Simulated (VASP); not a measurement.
Write the native input for VASP 6.6.1 that does the following.

* Task: single point
* Functional: PBEsol
* Potentials or basis: VASP PAW PBE potentials, release 64 (Cd, S)
* Cutoff: 500 eV
* k mesh: 12 × 12 × 12
* Occupations: gaussian, width 0.05 eV
* Spin: no spin polarisation
* Dipole correction: no
* Further INCAR settings: ALGO = Normal; EDIFF = 1e-06; NBANDS = 16

The structure of CdS lies in POSCAR:

```
CdS
1.0
   -0.2631825940      2.4892079004      2.7138726108
    2.4892079004     -0.2631825940      2.7138726108
    2.5564145864      2.5564145864     -0.3303892800
Cd S
1 1
Direct
    0.0172080635      0.0172080635     -0.0090004430
    0.4827919365      0.4827919365      0.5090004430
```

This cell differs from its parent crystal: strained and its atoms moved.

These files were run (other wordings do the same):

INCAR

```
SYSTEM = CdS
  ALGO = Normal
  EDIFF = 1E-6
  ENCUT = 500
  GGA = PS
  GGA_COMPAT = .False.
  ISIF = 2
  ISMEAR = 0
  LASPH = .True.
  LCHARG = .False.
  LREAL = .False.
  LWAVE = .False.
  NBANDS = 16
  NELM = 120
  PREC = Accurate
  SIGMA = 0.05
```

KPOINTS

```
k-points
0
Gamma
  12 12 12
  0 0 0
```

Potentials or basis: VASP PAW PBE potentials, release 64 (Cd, S).

Run with:

```bash
$ cat potpaw_PBE.64/Cd/POTCAR potpaw_PBE.64/S/POTCAR > POTCAR
$ mpirun -np 1 vasp_std > vasp.out
```

It gave:

The pressure is -0.3 GPa and the largest force is 0.093 eV/Å. The band gap on the k mesh is zero (bands 9 and 10 overlap by 0.31 eV).

Caveat: the cell differs from its parent crystal (strained and its atoms moved); semilocal functionals underestimate gaps, and a narrow one can read as zero; the PAW data sets were made with another functional, which shifts forces and pressure a little.

It took 5.2 min on 1 thread of AMD EPYC 7R43 64-Core Processor (Zen 3), with other jobs on the host, peak memory 0.34 GiB.
